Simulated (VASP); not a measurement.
# Be2Se (P6_3/mmc) in VASP: further runs, part 2 of 2

VASP 6.6.1. Earlier steps stand in the parts before.

## (4) Relaxation of cell and atoms, PBE

INCAR

```
PREC = Accurate
ENCUT = 600
EDIFF = 1E-6
ISMEAR = 0
SIGMA = 0.1
LREAL = False
LASPH = True
NELM = 100
ALGO = Normal
ISIF = 3
LWAVE = False
LCHARG = False
GGA = PE
IBRION = 2
NSW = 90
EDIFFG = -0.04
```

KPOINTS

```
Automatic mesh
0
Gamma
  6 6 2
```

POSCAR

```
Be2Se
1.0
    2.8450839630      0.0000000000      0.0000000000
   -1.4225419815      2.4639149879      0.0000000000
    0.0000000000      0.0000000000     11.0662099340
Be Se
4 2
Direct
    0.3333333333      0.6666666667      0.6275000000
    0.6666666667      0.3333333333      0.1275000000
    0.3333333333      0.6666666667      0.8725000000
    0.6666666667      0.3333333333      0.3725000000
    0.3333333333      0.6666666667      0.2500000000
    0.6666666667      0.3333333333      0.7500000000
```

Potentials or basis: VASP PAW PBE potentials, release 64 (Be, Se).

Launch:

```bash
> cat potpaw_PBE.64/Be/POTCAR potpaw_PBE.64/Se/POTCAR > POTCAR
> mpirun -np 1 vasp_std > vasp.out
```

OUTCAR:

```text
PREC = Accurate
   ENCUT = 600
   EDIFF = 1E-6
   ISMEAR = 0
   LREAL = False
   LASPH = True
   NELM = 100
   ISIF = 3
   GGA = PE
   IBRION = 2
   NSW = 90
   EDIFFG = -0.04

 ion  position               nearest neighbor table
   1  0.333  0.667  0.627-   6 2.13   6 2.13   6 2.13
   2  0.667  0.333  0.127-   5 2.13   5 2.13   5 2.13
   3  0.333  0.667  0.873-   6 2.13   6 2.13   6 2.13
   4  0.667  0.333  0.373-   5 2.13   5 2.13   5 2.13
   5  0.333  0.667  0.250-   2 2.13   4 2.13   2 2.13   4 2.13   2 2.13   4 2.13
   6  0.667  0.333  0.750-   1 2.13   3 2.13   1 2.13   3 2.13   1 2.13   3 2.13

  LATTYP: Found a hexagonal cell.
 ALAT       =     2.8450839630
 C/A-ratio  =     3.8895899305

  Lattice vectors:

 A1 = (   2.8450839630,   0.0000000000,   0.0000000000)
 A2 = (  -1.4225419815,   2.4639149879,   0.0000000000)
 A3 = (   0.0000000000,   0.0000000000,  11.0662099340)

Analysis of symmetry for initial positions (statically):
=====================================================================
 Subroutine PRICEL returns:
 Original cell was already a primitive cell.

 Routine SETGRP: Setting up the symmetry group for a
 hexagonal supercell.
[... 166 lines left out ...]
  free energy    TOTEN  =       -14.61550326 eV

  energy without entropy =      -14.59499543  energy(sigma->0) =      -14.60524934

------------------------ aborting loop because EDIFF is reached ----------------------------------------

  FORCE on cell =-STRESS in cart. coord.  units (eV):
  Direction    XX          YY          ZZ          XY          YZ          ZX
  --------------------------------------------------------------------------------------
  -------------------------------------------------------------------------------------
  Total       22.2584463     22.2584463      1.3412193      0.0000000     -0.0000000     -0.0000000
  in kB      459.7118690    459.7118690     27.7006949      0.0000000     -0.0000000     -0.0000000
  external PRESSURE =     315.7081443 kB  Pullay stress =       0.0000000 kB
[... 582 lines left out ...]
      1      -7.8568      2.00000
      2      -7.8568      2.00000
      3      -1.2073      2.00000
      4      -1.2073      2.00000
      5      -0.1519      2.00000
      6      -0.1519      2.00000
      7       0.5326      2.00000
      8       0.5326      2.00000
      9       4.7828      2.00000
     10       4.7828      2.00000
     11       5.4999      2.00000
     12       5.4999      2.00000
     13      10.0482      0.00000
     14      10.0482      0.00000

[... ionic steps 4 to 14 ...]

--------------------------------------- Ionic step       15  -------------------------------------------

 number of electron      19.9999998 magnetization

------------------------ aborting loop because EDIFF is reached ----------------------------------------
[... 75 lines left out ...]
--------------------------------------- Ionic step       17  -------------------------------------------

 number of electron      19.9999998 magnetization

 Free energy of the ion-electron system (eV)
  ---------------------------------------------------
  ext. energy  EPLUGINS =         0.00000000
  ---------------------------------------------------
  free energy    TOTEN  =       -19.96459512 eV

  energy without entropy =      -19.95546285  energy(sigma->0) =      -19.96002898

 E-fermi :   6.0668     XC(G=0):  -9.9298

 val. band max:        5.4884249290   @ k =   0.3333   0.3333   0.0000
 cond. band min:       6.0996752683   @ k =   0.3333   0.1667   0.0000
 fundamental gap:      0.6112503392
 Fermi energy:         6.0667639229
[... 269 lines left out ...]
  FREE ENERGIE OF THE ION-ELECTRON SYSTEM (eV)
  ---------------------------------------------------
  free  energy   TOTEN  =       -19.9645951172 eV

  energy  without entropy=      -19.9554628487  energy(sigma->0) =      -19.96002898

 reached required accuracy - stopping structural energy minimisation
```

OSZICAR:

```text
N       E                     dE             d eps       ncg     rms          rms(c)
DAV:   1     0.960799685236E+02    0.96080E+02   -0.92446E+03   392   0.138E+03
DAV:   2    -0.731530304741E+01   -0.10340E+03   -0.10038E+03   598   0.212E+02
DAV:   3    -0.148479573969E+02   -0.75327E+01   -0.74541E+01   518   0.605E+01
[... 163 lines left out ...]
DAV:   1    -0.199649407691E+02   -0.98979E-03   -0.13432E-02   428   0.692E-01    0.903E-02
DAV:   2    -0.199646834634E+02    0.25731E-03   -0.60220E-04   488   0.169E-01    0.351E-02
DAV:   3    -0.199646001407E+02    0.83323E-04   -0.24482E-04   482   0.831E-02    0.108E-02
DAV:   4    -0.199645960040E+02    0.41366E-05   -0.18670E-05   490   0.295E-02    0.762E-03
DAV:   5    -0.199645951172E+02    0.88688E-06   -0.28323E-06   394   0.997E-03
  17 F= -.19964595E+02 E0= -.19960029E+02  d E =-.643970E-03
```

CONTCAR:

```text
Be2Se
   1.00000000000000
     3.4282566586801977   -0.0000000000000000    0.0000000000000000
    -1.7141283293400988    2.9689573571772616    0.0000000000000000
     0.0000000000000000   -0.0000000000000000    8.2895149783574205
  Be              Se
     4     2
Direct
     0.3333333332999970    0.6666666667000030    0.5814052482531679
     0.6666666667000030    0.3333333332999970    0.0814052482531677
     0.3333333332999970    0.6666666667000030    0.9185947517468321
     0.6666666667000030    0.3333333332999970    0.4185947517468324
     0.3333333332999970    0.6666666667000030    0.2500000000000000
     0.6666666667000030    0.3333333332999970    0.7500000000000000

  0.00000000E+00  0.00000000E+00  0.00000000E+00
  0.00000000E+00  0.00000000E+00  0.00000000E+00
  0.00000000E+00  0.00000000E+00  0.00000000E+00
  0.00000000E+00  0.00000000E+00  0.00000000E+00
  0.00000000E+00  0.00000000E+00  0.00000000E+00
  0.00000000E+00  0.00000000E+00  0.00000000E+00
```

Wall time 1.8 min (1 thread of Intel Xeon 6975P-C (Granite Rapids), shared host); peak memory 0.23 GiB.

Results:

```yaml
Free_energy: -19.9646 eV
Relaxed_volume: 14.06 Å³/atom
Relaxed_cell: a = 3.428 Å, b = 3.428 Å, c = 8.290 Å, α = 90.00°, β = 90.00°, γ = 120.00°
Space_group_after_relaxing_to_0.05_Å: P6_3/mmc (No. 194)
Energy_gained_by_relaxing: 891.5 meV/atom
Ionic_steps: 17
Pressure_after_relaxing: 0.0 GPa
Largest_force_after_relaxing: 0.005 eV/Å
Band_gap_on_the_k_mesh: zero (band 10 reaches 7.73 eV, above the bottom of band 11 at 5.16 eV)
```

Forces on the atoms (eV/Å):
```
Be   0.000  0.000 -0.005
Be   0.000  0.000 -0.005
Be   0.000  0.000  0.005
Be   0.000  0.000  0.005
Se   0.000  0.000  0.000
Se   0.000  0.000  0.000
```

Stress tensor (GPa, compression positive):
```
-0.15  0.00  0.00
 0.00 -0.15  0.00
 0.00  0.00  0.23
```

The path:
| step | energy change (eV) | largest force (eV/Å) | pressure (GPa) | volume (Å³) |
| --- | --- | --- | --- | --- |
| 1 | 0.0000 | 2.1662 | 31.57 | 77.57 |
| 2 | -3.4053 | 0.0538 | -6.42 | 108.99 |
| 3 | -3.4192 | 0.0365 | -4.84 | 105.87 |
| 4 | -4.1478 | 0.5368 | -4.05 | 101.09 |
| 5 | -4.3827 | 0.8360 | -3.54 | 97.76 |
| 6 | -4.2609 | 1.7449 | -0.79 | 90.24 |
| 7 | -4.4567 | 1.1606 | -2.60 | 94.90 |
| 8 | -4.8072 | 1.1171 | -0.58 | 89.18 |
| 9 | -4.8686 | 0.3887 | 14.07 | 73.14 |
| 10 | -5.0486 | 0.9842 | 4.98 | 81.04 |
| 11 | -5.0582 | 0.8320 | 7.72 | 78.21 |
| 12 | -5.2593 | 0.2506 | 5.18 | 79.47 |
| 13 | -5.2947 | 0.1041 | 3.96 | 80.32 |
| 14 | -5.3418 | 0.0211 | 1.34 | 82.90 |
| 15 | -5.3484 | 0.0220 | -0.06 | 84.44 |
| 16 | -5.3484 | 0.0197 | 0.00 | 84.36 |
| 17 | -5.3491 | 0.0046 | -0.03 | 84.37 |

Final structure:
```
Be Se
1.0
     3.42826    0.00000    0.00000
    -1.71413    2.96896    0.00000
     0.00000    0.00000    8.28951
Be Se
4 2
Cartesian
  0.0000 1.9793 4.8196
  1.7141 0.9897 0.6748
  0.0000 1.9793 7.6147
  1.7141 0.9897 3.4699
  0.0000 1.9793 2.0724
  1.7141 0.9897 6.2171
```

Levels at points of the mesh, in eV from the Fermi level:
```tsv
k point	band 6	band 7	band 8	band 9	band 10	band 11	band 12	band 13	band 14
(0.00, 0.00, 0.00)	-2.24	-2.24	-1.75	-1.75	1.66	2.07	2.16	3.05	3.93
(0.50, 0.00, 0.00)	-5.96	-4.06	-3.34	-1.68	-1.56	-0.90	0.62	0.86	1.98
(0.00, 0.00, 0.50)	-2.01	-2.01	-2.01	-1.42	-1.42	2.15	2.15	3.50	3.50
(0.50, 0.00, 0.50)	-6.12	-3.75	-3.75	-2.55	-2.55	1.57	1.57	1.77	1.77
```

Caveat: the k points lie up to 0.38 Å⁻¹ apart in the final cell.

## (5) Single point, PBE

This run uses another cell than the first one, of 13.93 Å³/atom, 1.077 times its volume.

INCAR

```
SYSTEM = Be2Se
ALGO = Normal
EDIFF = 1E-6
ENCUT = 520
GGA = PE
ISIF = 2
ISMEAR = 0
LASPH = .TRUE.
LCHARG = .FALSE.
LREAL = .FALSE.
LWAVE = .FALSE.
NBANDS = 19
NELM = 100
PREC = Accurate
SIGMA = 0.1
```

KPOINTS

```
k-points
0
G
  12 12 6
  0 0 0
```

POSCAR

```
Be2Se
1.0
    3.4528172378      0.0000000000      0.0000000000
   -1.7264086189      2.9902274426      0.0000000000
    0.0000000000      0.0000000000      8.0932454107
Be Se
4 2
Direct
    0.3333333333      0.6666666667      0.5781085708
    0.6666666667      0.3333333333      0.0781085708
    0.3333333333      0.6666666667      0.9218914292
    0.6666666667      0.3333333333      0.4218914292
    0.3333333333      0.6666666667      0.2500000000
    0.6666666667      0.3333333333      0.7500000000
```

Launch:

```bash
> cat potpaw_PBE.64/Be/POTCAR potpaw_PBE.64/Se/POTCAR > POTCAR
> mpirun -np 1 vasp_std > vasp.out
```

Run time: 51 s. Hardware: 1 thread of Intel Xeon 6975P-C (Granite Rapids), shared host; peak memory 0.26 GiB.

The run converged. Its results:

```yaml
Free_energy: -19.9106 eV
Pressure: 0.1 GPa
Largest_force: 0.005 eV/Å
Band_gap_on_the_k_mesh: zero (band 10 reaches 8.37 eV, above the bottom of band 11 at 4.62 eV)
```

Forces on the atoms (eV/Å):
```
Be   0.000  0.000 -0.005
Be   0.000  0.000 -0.005
Be   0.000  0.000  0.005
Be   0.000  0.000  0.005
Se   0.000  0.000  0.000
Se   0.000  0.000  0.000
```

Levels at points of the mesh, in eV from the Fermi level:
| k point | band 7 | band 8 | band 9 | band 10 | band 11 | band 12 | band 13 | band 14 |
| --- | --- | --- | --- | --- | --- | --- | --- | --- |
| (0.00, 0.00, 0.00) | -2.22 | -1.65 | -1.65 | 2.05 | 2.19 | 2.52 | 3.00 | 3.00 |
| (0.50, 0.00, 0.00) | -4.00 | -3.17 | -1.34 | -1.30 | -0.59 | 0.84 | 1.06 | 2.15 |
| (0.00, 0.00, 0.50) | -1.96 | -1.96 | -0.82 | -0.82 | 2.15 | 2.15 | 3.53 | 3.53 |
| (0.50, 0.00, 0.50) | -3.65 | -3.65 | -2.32 | -2.32 | 1.82 | 1.82 | 2.19 | 2.19 |

## (6) Summary

```tsv
task	cell	k mesh	cutoff (eV)	gap on the mesh (eV)	pressure (GPa)	largest force (eV/Å)
single point	a = 2.845, b = 2.845, c = 11.066 Å, angles 90.0, 90.0, 120.0°, 6 atoms	6 × 6 × 2	520	none	31.6	2.17
single point	a = 3.422, b = 3.422, c = 8.303 Å, angles 90.0, 90.0, 120.0°, 6 atoms	6 × 6 × 2	520	none	0.2	0.01
relaxation of cell and atoms	relaxed from a = 2.845, b = 2.845, c = 11.066 Å, angles 90.0, 90.0, 120.0°, 6 atoms	6 × 6 × 2	600	none	0.0	-
single point	a = 3.453, b = 3.453, c = 8.093 Å, angles 90.0, 90.0, 120.0°, 6 atoms	12 × 12 × 6	520	none	0.1	0.01
```

Alike in all rows: level PBE; potentials or basis VASP PAW PBE potentials, release 64 (Be, Se); no spin polarisation; smearing gaussian 0.1 eV.

Caveats: some runs use coarse meshes; forces of over 1 eV/Å act on the atoms, so gaps and moduli don't describe the material at rest (some runs).

Total energies depend on the potentials used, so only differences within one code and one set of settings carry meaning.
